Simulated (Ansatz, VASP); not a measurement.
Two plane-wave programs on P

```
CELL_PARAMETERS angstrom
1.65475 -5.64320 0.00000
1.65475 5.64320 0.00000
0.00000 0.00000 4.56438
ATOMIC_POSITIONS crystal
P 0.90598 0.09402 0.08653
P 0.59402 0.40598 0.58653
P 0.09402 0.90598 0.91347
P 0.40598 0.59402 0.41347
```

Alike in both runs: functional PBE; k mesh 12 × 12 × 8; occupations gaussian, width 0.01 eV; no spin polarisation.

Ansatz relaxed the structure, and its values are those at the end. VASP's run is a single point on that final structure, the one shown.

|  | VASP | Ansatz |
| --- | --- | --- |
| version | VASP 6.6.1 | Ansatz 0.2.0 |
| potentials or method | VASP PAW PBE potentials, release 64 (P), cutoff 520 eV | scalar-relativistic, plane waves, PAW |
| valence electrons in the cell | 20 | 20 |

```tsv
	VASP	Ansatz	Ansatz less VASP
gap on the k mesh at the Fermi level (eV)	0.15	0.13	-0.017
least direct gap on the mesh (eV)	0.15	0.13	-0.017
pressure (GPa)	-0.3	0.0	+0.31
rms of the force components (eV/Å)	0.029	0.001	-0.0284
```
